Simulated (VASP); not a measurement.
# Y (P6/mmm) in VASP: a series of runs

Runs on Y. Level: LDA. Tasks: single point.

All numbers are computed with VASP 6.6.1; they aren't measurements. Logs are shortened: lines on timing, memory, paths and dates and some standing lists are left out, and cuts for length are marked.

**1. The cell of the first run**

Symmetry: P6/mmm, No. 191, hexagonal system. The conventional cell has a = 5.248 Å, b = 5.248 Å, c = 3.267 Å, α = 90.00°, β = 90.00°, γ = 120.00°. Y (site symmetry 6/mmm) has 14 Y at 3.27 to 3.44 Å within 4.3 Å. Within 4.0 Å of Y (site symmetry -6m2) lie 11 Y at 3.03 to 3.44 Å.

**2. Single point, LDA (volume scaled by 0.88)**

INCAR

```
PREC = Accurate
ENCUT = 520
EDIFF = 1E-7
ISMEAR = -1
SIGMA = 0.1
LREAL = F
LASPH = T
NELM = 80
ALGO = Normal
ISIF = 2
LWAVE = F
LCHARG = T
GGA = CA
LELF = T
LVHAR = T
NBANDS = 24
```

KPOINTS

```
regular mesh
0
Gamma
  8 8 10
```

POSCAR

```
Y
1.0
    5.2476929618      0.0000000000      0.0000000000
   -2.6238464809      4.5446354162      0.0000000000
    0.0000000000      0.0000000000      3.2672417355
Y
3
Direct
    0.0000000000      0.0000000000      0.0000000000
    0.3333333333      0.6666666667      0.5000000000
    0.6666666667      0.3333333333      0.5000000000
```

Potentials or basis: VASP PAW LDA potentials, release 64 (Y_sv).

Launch:

```bash
$ cat potpaw_LDA.64/Y_sv/POTCAR > POTCAR
$ mpirun -np 1 vasp_std > vasp.out
```

OUTCAR:

```text
PREC = Accurate
   ENCUT = 520
   EDIFF = 1E-7
   ISMEAR = -1
   LREAL = F
   LASPH = T
   NELM = 80
   ISIF = 2
   GGA = CA

 ion  position               nearest neighbor table
   1  0.000  0.000  0.000-   2 3.44   3 3.44   2 3.44   3 3.44   3 3.44   3 3.44   2 3.44   2 3.44
                             3 3.44   3 3.44   2 3.44   2 3.44
   2  0.333  0.667  0.500-   3 3.03   3 3.03   3 3.03   1 3.44   1 3.44   1 3.44   1 3.44   1 3.44
                             1 3.44
   3  0.667  0.333  0.500-   2 3.03   2 3.03   2 3.03   1 3.44   1 3.44   1 3.44   1 3.44   1 3.44
                             1 3.44

  LATTYP: Found a hexagonal cell.
 ALAT       =     5.2476929618
 C/A-ratio  =     0.6226053543

  Lattice vectors:

 A1 = (   5.2476929618,   0.0000000000,   0.0000000000)
 A2 = (  -2.6238464809,   4.5446354162,   0.0000000000)
 A3 = (   0.0000000000,   0.0000000000,   3.2672417355)

Analysis of symmetry for initial positions (statically):
=====================================================================
 Subroutine PRICEL returns:
 Original cell was already a primitive cell.

 Routine SETGRP: Setting up the symmetry group for a
 hexagonal supercell.

 Subroutine GETGRP returns: Found 24 space group operations
 (whereof 24 operations were pure point group operations)
 out of a pool of 24 trial point group operations.

The static configuration has the point symmetry D_6h.

Analysis of symmetry for dynamics (positions and initial velocities):
=====================================================================
 Subroutine PRICEL returns:
 Original cell was already a primitive cell.

 Routine SETGRP: Setting up the symmetry group for a
 hexagonal supercell.

 Subroutine GETGRP returns: Found 24 space group operations
 (whereof 24 operations were pure point group operations)
 out of a pool of 24 trial point group operations.

The dynamic configuration has the point symmetry D_6h.

 Subroutine INISYM returns: Found 24 space group operations
 (whereof 24 operations are pure point group operations),
 and found     1 'primitive' translations

----------------------------------------------------------------------------------------

                                     Primitive cell

  volume of cell :      77.9200

  direct lattice vectors                    reciprocal lattice vectors
     5.247692962  0.000000000  0.000000000     0.190559929  0.110019827  0.000000000
    -2.623846481  4.544635416  0.000000000     0.000000000  0.220039653  0.000000000
     0.000000000  0.000000000  3.267241735     0.000000000  0.000000000  0.306068568

  length of vectors
     5.247692962  5.247692962  3.267241735     0.220039653  0.220039653  0.306068568

  position of ions in fractional coordinates (direct lattice)
     0.000000000  0.000000000  0.000000000
     0.333333333  0.666666667  0.500000000
     0.666666667  0.333333333  0.500000000

  ion indices of the primitive-cell ions
   primitive index   ion index
                 1           1
                 2           2
                 3           3

----------------------------------------------------------------------------------------

 KPOINTS: regular mesh

Automatic generation of k-mesh.
 Grid dimensions read from file:
 generate k-points for:    8    8   10

 Generating k-lattice:

  Cartesian coordinates                     Fractional coordinates (reciprocal lattice)
     0.023819991  0.013752478  0.000000000     0.125000000  0.000000000  0.000000000
     0.000000000  0.027504957  0.000000000     0.000000000  0.125000000  0.000000000
     0.000000000  0.000000000  0.030606857     0.000000000  0.000000000  0.100000000

  Length of vectors
     0.027504957  0.027504957  0.030606857

  Shift w.r.t. Gamma in fractional coordinates (k-lattice)
     0.000000000  0.000000000  0.000000000

 Subroutine IBZKPT returns following result:
 ===========================================

 Found     60 irreducible k-points:

 Following reciprocal coordinates:
            Coordinates               Weight
  0.000000  0.000000  0.000000      1.000000
  0.125000  0.000000  0.000000      6.000000
  0.250000  0.000000  0.000000      6.000000
  0.375000  0.000000  0.000000      6.000000
  0.500000  0.000000  0.000000      3.000000
  0.125000  0.125000  0.000000      6.000000
[... 16 lines left out ...]
  0.250000  0.000000  0.200000     12.000000
  0.375000  0.000000  0.200000     12.000000
 [... further k-points ...]
   k-points           NKPTS =     60   k-points in BZ     NKDIM =     60   number of bands    NBANDS=     24
   number of dos      NEDOS =    301   number of ions     NIONS =      3
   total plane-waves  NPLWV =  38400
   dimension x,y,z NGX =    40 NGY =   40 NGZ =   24
   dimension x,y,z NGXF=    80 NGYF=   80 NGZF=   48
   ions per type =               3
   NGX,Y,Z   is equivalent  to a cutoff of  12.67, 12.67, 12.21 a.u.
   NGXF,Y,Z  is equivalent  to a cutoff of  25.34, 25.34, 24.42 a.u.
 SYSTEM =  unknown system
[... 39 lines left out ...]
   LRPA    =     F    only Hartree local field effects (RPA)
 non-spin polarized calculation
  energy-cutoff  :      520.00
  volume of cell :       77.92
 maximum number of plane-waves:      2118
 NGX is ok and might be reduce to    40
   NGX = 19   NGY = 19   NGZ = 13

 number of electron      32.9999999 magnetization

 Free energy of the ion-electron system (eV)
  ---------------------------------------------------
  ext. energy  EPLUGINS =         0.00000000
  ---------------------------------------------------
  free energy    TOTEN  =       -20.57327784 eV

  energy without entropy =      -20.43100088  energy(sigma->0) =      -20.50213936

 E-fermi :   4.0093     XC(G=0): -10.5948

 val. band max:        4.0056938997   @ k =   0.2500   0.0000   0.5000
 cond. band min:       4.0102456395   @ k =   0.3750   0.2500   0.4000
 fundamental gap:      0.0045517398
 Fermi energy:         4.0092619934

 k-point     1 :       0.0000    0.0000    0.0000
  band No.  band energies     occupation
      1     -37.9851      2.00000
      2     -37.7202      2.00000
      3     -37.7199      2.00000
      4     -18.5257      2.00000
      5     -18.5257      2.00000
      6     -18.1623      2.00000
[... 16 lines left out ...]
     23       7.3141      0.00000
     24       7.3142      0.00000

 k-point     2 :       0.1250    0.0000    0.0000
  band No.  band energies     occupation
      1     -37.9749      2.00000
      2     -37.7285      2.00000
      3     -37.7224      2.00000
      4     -18.5804      2.00000
      5     -18.5443      2.00000
      6     -18.0942      2.00000
[... 16 lines left out ...]
     23       6.9071      0.00000
     24       6.9367      0.00000

 k-point     3 :       0.2500    0.0000    0.0000
  band No.  band energies     occupation
      1     -37.9464      2.00000
      2     -37.7523      2.00000
      3     -37.7282      2.00000
      4     -18.6733      2.00000
      5     -18.5319      2.00000
      6     -17.9631      2.00000
[... 16 lines left out ...]
     23       6.8137      0.00000
     24       7.4008      0.00000

 k-point     4 :       0.3750    0.0000    0.0000
  band No.  band energies     occupation
      1     -37.9070      2.00000
      2     -37.7873      2.00000
      3     -37.7339      2.00000
      4     -18.7424      2.00000
      5     -18.4388      2.00000
      6     -17.9476      2.00000
[... 16 lines left out ...]
     23       7.0017      0.00000
     24       8.1426      0.00000

 k-point     5 :       0.5000    0.0000    0.0000
  band No.  band energies     occupation
      1     -37.8800      2.00000
      2     -37.8124      2.00000
      3     -37.7362      2.00000
      4     -18.7672      2.00000
      5     -18.3322      2.00000
      6     -18.1050      2.00000
[... 451 lines left out ...]
 k-point    22 :       0.1250    0.0000    0.2000
  band No.  band energies     occupation
      1     -37.9426      2.00000
      2     -37.7069      2.00000
      3     -37.7055      2.00000
      4     -18.5299      2.00000
      5     -18.4961      2.00000
      6     -18.1058      2.00000
[... 16 lines left out ...]
     23       6.7028      0.00000
     24       7.0310      0.00000

 k-point    23 :       0.2500    0.0000    0.2000
  band No.  band energies     occupation
      1     -37.9163      2.00000
      2     -37.7293      2.00000
      3     -37.7104      2.00000
      4     -18.6049      2.00000
      5     -18.4836      2.00000
      6     -18.0814      2.00000
[... 16 lines left out ...]
     23       6.8317      0.00000
     24       7.2636      0.00000

 k-point    24 :       0.3750    0.0000    0.2000
  band No.  band energies     occupation
      1     -37.8800      2.00000
      2     -37.7627      2.00000
      3     -37.7143      2.00000
      4     -18.6637      2.00000
      5     -18.4207      2.00000
      6     -18.0936      2.00000
[... 16 lines left out ...]
     23       6.9999      0.00000
     24       7.7691      0.00000

 [... further k-points ...]

------------------------ aborting loop because EDIFF is reached ----------------------------------------

  FORCE on cell =-STRESS in cart. coord.  units (eV):
  Direction    XX          YY          ZZ          XY          YZ          ZX
  --------------------------------------------------------------------------------------
  -------------------------------------------------------------------------------------
  Total        3.4232860      3.4232860      2.9777307      0.0000000     -0.0000000      0.0000000
  in kB       70.3890378     70.3890378     61.2276052      0.0000000     -0.0000000      0.0000000
  external PRESSURE =      67.3352269 kB  Pullay stress =       0.0000000 kB

 VOLUME and BASIS-vectors are now :
 -----------------------------------------------------------------------------
  energy-cutoff  :      520.00
  volume of cell :       77.92
      direct lattice vectors                 reciprocal lattice vectors
     5.247692962  0.000000000  0.000000000     0.190559929  0.110019827  0.000000000
    -2.623846481  4.544635416  0.000000000     0.000000000  0.220039653  0.000000000
     0.000000000  0.000000000  3.267241735     0.000000000  0.000000000  0.306068568

 POSITION                                       TOTAL-FORCE (eV/Angst)
 -----------------------------------------------------------------------------------
      0.00000      0.00000      0.00000         0.000000     -0.000000      0.000000
     -0.00000      3.02976      1.63362        -0.000000      0.000000      0.000000
      2.62385      1.51488      1.63362         0.000000     -0.000000     -0.000000
 -----------------------------------------------------------------------------------
    total drift:                                0.000000     -0.000000      0.000000

  FREE ENERGIE OF THE ION-ELECTRON SYSTEM (eV)
  ---------------------------------------------------
  free  energy   TOTEN  =       -20.5732778404 eV

  energy  without entropy=      -20.4310008817  energy(sigma->0) =      -20.50213936
```

Run time: 92 s. Hardware: 1 thread of Intel Xeon Platinum 8259CL at 2.50GHz (Skylake/Cascade Lake), shared host; peak memory 0.22 GiB.

What came out:

* Free energy: -20.5733 eV
* Pressure: 6.7 GPa

Caveat: the cell differs from its parent crystal (volume scaled by 0.88).

**3. Single point, LDA (volume scaled by 0.92)**

INCAR

```
SYSTEM = Y
PREC = Accurate ; ENCUT = 520
EDIFF = 1E-6 ; ISMEAR = -1
SIGMA = 0.1 ; LREAL = .False.
LASPH = .True. ; NELM = 80
ALGO = Normal ; ISIF = 2
LWAVE = .False. ; LCHARG = .False.
GGA = CA ; NBANDS = 24
```

KPOINTS

```
regular mesh
0
Gamma
  8 8 10
  0 0 0
```

POSCAR

```
Y
1.0
    5.3260282863      0.0000000000      0.0000000000
   -2.6630141431      4.6124757972      0.0000000000
    0.0000000000      0.0000000000      3.3160137279
Y
3
Direct
    0.0000000000      0.0000000000      0.0000000000
    0.3333333333      0.6666666667      0.5000000000
    0.6666666667      0.3333333333      0.5000000000
```

Potentials or basis: VASP PAW LDA potentials, release 64 (Y_sv).

Launch:

```bash
$ cat potpaw_LDA.64/Y_sv/POTCAR > POTCAR
$ mpirun -np 1 vasp_std > vasp.out
```

It took 1.7 min on 1 thread of Intel Xeon Platinum 8259CL at 2.50GHz (Skylake/Cascade Lake), shared host; peak memory 0.24 GiB.

It converged, with:

```yaml
Free_energy: -20.6919 eV
Pressure: 4.0 GPa
```

Stress tensor (GPa, compression positive):
```
4.21 0.00 0.00
0.00 4.21 0.00
0.00 0.00 3.67
```

Levels at points of the mesh, in eV from the Fermi level:
| k point | band 13 | band 14 | band 15 | band 16 | band 17 | band 18 | band 19 | band 20 | band 21 | band 22 |
| --- | --- | --- | --- | --- | --- | --- | --- | --- | --- | --- |
| (0.00, 0.00, 0.00) | -4.84 | -1.40 | 0.26 | 0.26 | 0.31 | 0.31 | 0.51 | 1.84 | 2.65 | 2.65 |
| (0.50, 0.00, 0.00) | -2.70 | -2.57 | -2.09 | 0.28 | 0.41 | 0.44 | 0.96 | 1.61 | 1.83 | 2.12 |
| (0.00, 0.00, 0.50) | -1.53 | -1.53 | -1.53 | -0.91 | -0.91 | -0.80 | 1.92 | 1.92 | 2.55 | 2.55 |
| (0.50, 0.00, 0.50) | -1.85 | -1.51 | -1.08 | -0.50 | 0.07 | 0.16 | 1.30 | 1.55 | 1.84 | 2.29 |

Caveat: the cell differs from its parent crystal (volume scaled by 0.92).

**4. Single point, LDA (volume scaled by 0.96)**

INCAR

```
SYSTEM = Y
  PREC = Accurate
  ENCUT = 520
  EDIFF = 1E-6
  ISMEAR = -1
  SIGMA = 0.1
  LREAL = .False.
  LASPH = .True.
  NELM = 80
  ALGO = Normal
  ISIF = 2
  LWAVE = .False.
  LCHARG = .True.
  GGA = CA
  LELF = .True.
  LVHAR = .True.
  NBANDS = 24
```

KPOINTS

```
Automatic mesh
0
Gamma
  8 8 10
  0 0 0
```

POSCAR

```
Y
1.0
    5.4021246857      0.0000000000      0.0000000000
   -2.7010623428      4.6783772123      0.0000000000
    0.0000000000      0.0000000000      3.3633917536
Y
3
Direct
    0.0000000000      0.0000000000      0.0000000000
    0.3333333333      0.6666666667      0.5000000000
    0.6666666667      0.3333333333      0.5000000000
```

Launch:

```bash
$ cat potpaw_LDA.64/Y_sv/POTCAR > POTCAR
$ mpirun -np 1 vasp_std > vasp.out
```

It took 94 s on 1 thread of Intel Xeon Platinum 8259CL at 2.50GHz (Skylake/Cascade Lake), shared host; peak memory 0.24 GiB.

Results (log left out):

```yaml
Free_energy: -20.7560 eV
Pressure: 1.8 GPa
```

Stress tensor (GPa, compression positive):
```
1.85 0.00 0.00
0.00 1.85 0.00
0.00 0.00 1.62
```

Levels at points of the mesh, in eV from the Fermi level:
| k point | band 13 | band 14 | band 15 | band 16 | band 17 | band 18 | band 19 | band 20 | band 21 | band 22 |
| --- | --- | --- | --- | --- | --- | --- | --- | --- | --- | --- |
| (0.00, 0.00, 0.00) | -4.80 | -1.31 | 0.21 | 0.21 | 0.26 | 0.26 | 0.47 | 1.79 | 2.57 | 2.57 |
| (0.50, 0.00, 0.00) | -2.72 | -2.61 | -2.02 | 0.30 | 0.44 | 0.45 | 0.96 | 1.57 | 1.63 | 2.08 |
| (0.00, 0.00, 0.50) | -1.60 | -1.41 | -1.41 | -0.87 | -0.85 | -0.85 | 1.87 | 1.87 | 2.43 | 2.43 |
| (0.50, 0.00, 0.50) | -1.78 | -1.49 | -1.00 | -0.44 | 0.07 | 0.12 | 1.30 | 1.37 | 1.78 | 2.16 |

Caveat: the cell differs from its parent crystal (volume scaled by 0.96).

**5. Single point, LDA**

This run uses another cell than the first one, of 29.52 Å³/atom, 1.136 times its volume.

INCAR

```
SYSTEM = Y
  ALGO = Normal
  EDIFF = 1E-6
  ENCUT = 520
  ISIF = 2
  ISMEAR = -1
  LASPH = .True.
  LCHARG = .False.
  LREAL = .False.
  LWAVE = .False.
  NBANDS = 24
  NELM = 100
  PREC = Accurate
  SIGMA = 0.1
```

KPOINTS

```
k-points
0
Gamma
  8 8 10
  0 0 0
```

POSCAR

```
Y
1.0
    5.4761355907      0.0000000000      0.0000000000
   -2.7380677953      4.7424725361      0.0000000000
    0.0000000000      0.0000000000      3.4094713393
Y
3
Direct
    0.0000000000      0.0000000000      0.0000000000
    0.3333333333      0.6666666667      0.5000000000
    0.6666666667      0.3333333333      0.5000000000
```

Launch:

```bash
$ cat potpaw_LDA.64/Y_sv/POTCAR > POTCAR
$ mpirun -np 1 vasp_std > vasp.out
```

Wall time 1.8 min (1 thread of Intel Xeon Platinum 8259CL at 2.50GHz (Skylake/Cascade Lake), shared host); peak memory 0.26 GiB.

It converged, with:

```
Free energy : -20.7740 eV
Pressure    : -0.1 GPa
```

Levels at points of the mesh, in eV from the Fermi level:
```tsv
k point	band 13	band 14	band 15	band 16	band 17	band 18	band 19	band 20	band 21	band 22
(0.00, 0.00, 0.00)	-4.75	-1.22	0.17	0.17	0.21	0.21	0.44	1.74	2.50	2.50
(0.50, 0.00, 0.00)	-2.73	-2.64	-1.96	0.32	0.46	0.46	0.95	1.46	1.52	2.04
(0.00, 0.00, 0.50)	-1.65	-1.31	-1.31	-0.94	-0.79	-0.79	1.81	1.81	2.31	2.31
(0.50, 0.00, 0.50)	-1.72	-1.47	-0.93	-0.38	0.07	0.07	1.20	1.30	1.72	2.05
```

**6. Single point, LDA (volume scaled by 1.08)**

INCAR

```
SYSTEM = Y
PREC = Accurate
ENCUT = 520
EDIFF = 1E-6
ISMEAR = -1
SIGMA = 0.1
LREAL = .False.
LASPH = .True.
NELM = 100
ALGO = Normal
ISIF = 2
LWAVE = .False.
LCHARG = .False.
GGA = CA
NBANDS = 24
```

KPOINTS

```
regular mesh
0
Gamma
  8 8 10
  0 0 0
```

POSCAR

```
Y
1.0
    5.6184360845      0.0000000000      0.0000000000
   -2.8092180422      4.8657083787      0.0000000000
    0.0000000000      0.0000000000      3.4980683887
Y
3
Direct
    0.0000000000      0.0000000000      0.0000000000
    0.3333333333      0.6666666667      0.5000000000
    0.6666666667      0.3333333333      0.5000000000
```

Potentials or basis: VASP PAW LDA potentials, release 64 (Y_sv).

Launch:

```bash
$ cat potpaw_LDA.64/Y_sv/POTCAR > POTCAR
$ mpirun -np 1 vasp_std > vasp.out
```

Run time: 1.8 min. Hardware: 1 thread of Intel Xeon Platinum 8259CL at 2.50GHz (Skylake/Cascade Lake), shared host; peak memory 0.26 GiB.

The run converged. Its results:

| Quantity | Value |
| --- | --- |
| Free energy | -20.6990 eV |
| Pressure | -3.1 GPa |

Stress tensor (GPa, compression positive):
```
-3.25  0.00  0.00
 0.00 -3.25  0.00
 0.00  0.00 -2.90
```

Levels at points of the mesh, in eV from the Fermi level:
| k point | band 13 | band 14 | band 15 | band 16 | band 17 | band 18 | band 19 | band 20 | band 21 | band 22 |
| --- | --- | --- | --- | --- | --- | --- | --- | --- | --- | --- |
| (0.00, 0.00, 0.00) | -4.66 | -1.08 | 0.10 | 0.10 | 0.14 | 0.14 | 0.38 | 1.65 | 2.35 | 2.35 |
| (0.50, 0.00, 0.00) | -2.75 | -2.68 | -1.84 | 0.35 | 0.47 | 0.49 | 0.94 | 1.18 | 1.44 | 1.95 |
| (0.00, 0.00, 0.50) | -1.73 | -1.12 | -1.12 | -1.03 | -0.68 | -0.68 | 1.72 | 1.72 | 2.10 | 2.10 |
| (0.50, 0.00, 0.50) | -1.60 | -1.43 | -0.81 | -0.29 | 0.00 | 0.06 | 0.94 | 1.28 | 1.62 | 1.85 |

Caveat: the cell differs from its parent crystal (volume scaled by 1.08).

**7. Summary**

| cell | gap on the mesh (eV) | pressure (GPa) |
| --- | --- | --- |
| a = 5.248, b = 5.248, c = 3.267 Å, angles 90.0, 90.0, 120.0°, 3 atoms | none | 6.7 |
| a = 5.326, b = 5.326, c = 3.316 Å, angles 90.0, 90.0, 120.0°, 3 atoms | none | 4.0 |
| a = 5.402, b = 5.402, c = 3.363 Å, angles 90.0, 90.0, 120.0°, 3 atoms | none | 1.8 |
| a = 5.476, b = 5.476, c = 3.409 Å, angles 90.0, 90.0, 120.0°, 3 atoms | none | -0.1 |
| a = 5.618, b = 5.618, c = 3.498 Å, angles 90.0, 90.0, 120.0°, 3 atoms | none | -3.1 |

Alike in all rows: task single point; level LDA; potentials or basis VASP PAW LDA potentials, release 64 (Y_sv); no spin polarisation; k mesh 8 × 8 × 10; cutoff (eV) 520; smearing fermi-dirac 0.1 eV.

Absolute energies hang on the potentials; compare differences alone.
